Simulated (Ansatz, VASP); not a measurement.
## TiAl3 in VASP and in Ansatz

INCAR

```
SYSTEM = TiAl3
PREC = Accurate
ENCUT = 520
EDIFF = 1E-7
ISMEAR = -1
SIGMA = 0.05
LREAL = .FALSE.
LASPH = .TRUE.
NELM = 80
ALGO = Normal
ISIF = 2
LWAVE = .FALSE.
LCHARG = .FALSE.
GGA = CA
NBANDS = 18
```

The input KPOINTS:

```
Automatic mesh
0
G
  10 10 10
  0 0 0
```

POSCAR

```
TiAl3
1.0
   -1.9111067713      1.9111067713      4.2806687947
    1.9111067713     -1.9111067713      4.2806687947
    1.9111067713      1.9111067713     -4.2806687947
Ti Al
1 3
Direct
    0.0000000000      0.0000000000      0.0000000000
    0.2500000000      0.7500000000      0.5000000000
    0.7500000000      0.2500000000      0.5000000000
    0.5000000000      0.5000000000      0.0000000000
```

Contents of input.yaml:

```yaml
crystal:
  lattice:
    - [-1.9111067713, 1.9111067713, 4.2806687947]
    - [1.9111067713, -1.9111067713, 4.2806687947]
    - [1.9111067713, 1.9111067713, -4.2806687947]
  atoms:
    - { symbol: Ti, position: [0.0, 0.0, 0.0] }
    - { symbol: Al, position: [0.25, 0.75, 0.5] }
    - { symbol: Al, position: [0.75, 0.25, 0.5] }
    - { symbol: Al, position: [0.5, 0.5, 0.0] }
kpoints:
  mp_grid: { grid: [10, 10, 10] }
scf:
  occupations: { method: fermi_dirac, width: 0.05 }
hamiltonian:
  xc: lda
  pseudopotentials: { kind: all_electron, lapw: { basis_error: 0.002 } }
output:
  forces: true
  stress: true
  eigenvalues: true
```

Alike in both runs: task single point; functional LDA; k mesh 10 × 10 × 10; occupations fermi-dirac, width 0.05 eV; no spin polarisation.

|  | VASP | Ansatz |
| --- | --- | --- |
| version | VASP 6.6.1 | Ansatz 0.2.0 |
| potentials or method | VASP PAW LDA potentials, release 64 (Ti_sv, Al), cutoff 520 eV | all-electron LAPW, scalar-relativistic |

```csv
,VASP,Ansatz,Ansatz less VASP
gap on the k mesh at the Fermi level (eV),none,none,-
pressure (GPa),-3.3,-3.5,-0.18
"traceless stress, the component that is largest in VASP (GPa)",0.26,0.28,+0.022
```

LDA's correlation is that of Perdew and Zunger in VASP and of Perdew and Wang (1992) in Ansatz. A gap of «none» marks a metal or a gap that the smearing closes. Ansatz ran all-electron here, and VASP with PAW potentials.
